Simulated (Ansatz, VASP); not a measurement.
## TaN in VASP and in Ansatz

The input INCAR:

```
SYSTEM = TaN
PREC = Accurate
ENCUT = 520
EDIFF = 1E-6
ISMEAR = 0
SIGMA = 0.1
LREAL = Auto
LASPH = .TRUE.
NELM = 80
ALGO = Normal
ISIF = 2
LWAVE = .FALSE.
LCHARG = .FALSE.
LDIPOL = .TRUE.
IDIPOL = 3
DIPOL = 0.5 0.5 0.444
GGA = PE
IVDW = 12
NBANDS = 114
```

Contents of KPOINTS:

```
regular mesh
0
G
  3 3 1
  0 0 0
```

The input POSCAR:

```
TaN
1.0
    6.2014901195      0.0000000000      0.0000000000
    0.0000000000      6.2014901195      0.0000000000
    0.0000000000      0.0000000000     22.9054157170
Ta N
12 12
Direct
    0.5000000000      0.5000000000      0.3492623796
    0.5000000000      0.0000000000      0.3492623796
    0.0000000000      0.5000000000      0.3492623796
    0.0000000000      0.0000000000      0.3492623796
    0.7542632035      0.7809402189      0.4440483371
    0.7541101847      0.2191997117      0.4441000698
    0.2576506439      0.7256279352      0.4459116672
    0.2577927166      0.2744174028      0.4459415381
   -0.0034404147      0.0000049434      0.5368009969
    0.0102420884      0.4999655760      0.5300623301
    0.5041206720     -0.0002335326      0.5596777273
    0.4964999059      0.4996693233      0.5357446217
    0.2500000000      0.2500000000      0.3492623796
    0.2500000000      0.7500000000      0.3492623796
    0.7500000000      0.2500000000      0.3492623796
    0.7500000000      0.7500000000      0.3492623796
    0.5383504290      0.5001828965      0.4402034015
    0.4794250818     -0.0000873674      0.4436973781
   -0.0238886044      0.4999198253      0.4394432858
    0.0370979220      0.0001693370      0.4394720503
    0.7510417453      0.7436299690      0.5408254321
    0.7511304599      0.2562080623      0.5409013058
    0.2553725038      0.7557290228      0.5428236205
    0.2552785889      0.2439266563      0.5428423222
```

Input for Ansatz:

```yaml
crystal:
  lattice:
    - [6.2014901195, 0.0, 0.0]
    - [0.0, 6.2014901195, 0.0]
    - [0.0, 0.0, 22.905415717]
  atoms:
    - { symbol: Ta, position: [0.5, 0.5, 0.3492623796] }
    - { symbol: Ta, position: [0.5, 0.0, 0.3492623796] }
    - { symbol: Ta, position: [0.0, 0.5, 0.3492623796] }
    - { symbol: Ta, position: [0.0, 0.0, 0.3492623796] }
    - { symbol: "N", position: [0.25, 0.25, 0.3492623796] }
    - { symbol: "N", position: [0.25, 0.75, 0.3492623796] }
    - { symbol: "N", position: [0.75, 0.25, 0.3492623796] }
    - { symbol: "N", position: [0.75, 0.75, 0.3492623796] }
    - { symbol: Ta, position: [0.7542632035, 0.7809402189, 0.4440483371] }
    - { symbol: Ta, position: [0.7541101847, 0.2191997117, 0.4441000698] }
    - { symbol: Ta, position: [0.2576506439, 0.7256279352, 0.4459116672] }
    - { symbol: Ta, position: [0.2577927166, 0.2744174028, 0.4459415381] }
    - { symbol: "N", position: [0.538350429, 0.5001828965, 0.4402034015] }
    - { symbol: "N", position: [0.4794250818, -8.73674e-05, 0.4436973781] }
    - { symbol: "N", position: [-0.0238886044, 0.4999198253, 0.4394432858] }
    - { symbol: "N", position: [0.037097922, 0.000169337, 0.4394720503] }
    - { symbol: Ta, position: [-0.0034404147, 4.9434e-06, 0.5368009969] }
    - { symbol: Ta, position: [0.0102420884, 0.499965576, 0.5300623301] }
    - { symbol: Ta, position: [0.504120672, -0.0002335326, 0.5596777273] }
    - { symbol: Ta, position: [0.4964999059, 0.4996693233, 0.5357446217] }
    - { symbol: "N", position: [0.7510417453, 0.743629969, 0.5408254321] }
    - { symbol: "N", position: [0.7511304599, 0.2562080623, 0.5409013058] }
    - { symbol: "N", position: [0.2553725038, 0.7557290228, 0.5428236205] }
    - { symbol: "N", position: [0.2552785889, 0.2439266563, 0.5428423222] }
basis:
  ecutwfc: 420
kpoints:
  mp_grid: { grid: [3, 3, 1] }
hamiltonian:
  xc: pbe
  dispersion: d3bj
scf:
  occupations: { method: gaussian, width: 0.1 }
output:
  forces: true
  eigenvalues: true
  write_density: true
  volumetric_format: npy
efield:
  axis: 3
  dipole_correction: true
  ramp_width: 0.04
```

Alike in both runs: task single point; functional PBE; dispersion D3(BJ); k mesh 3 × 3 × 1; occupations gaussian, width 0.1 eV; no spin polarisation.

|  | VASP | Ansatz |
| --- | --- | --- |
| version | VASP 6.6.1 | Ansatz 0.2.0 |
| potentials or method | VASP PAW PBE potentials, release 64 (Ta_pv, N), cutoff 520 eV | scalar-relativistic, plane waves, PAW |
| valence electrons in the cell | 192 | 216 |

|  | VASP | Ansatz | Ansatz less VASP |
| --- | --- | --- | --- |
| gap on the k mesh at the Fermi level (eV) | none | none | - |
| rms of the force components (eV/Å) | 0.724 | 0.728 | +0.0037 |

A gap of «none» marks a metal or a gap that the smearing closes. VASP's potentials hold 192 valence electrons a cell and Ansatz's 216, so a difference there can come from the potentials and not from the codes.

Neither program's run includes spin-orbit coupling.
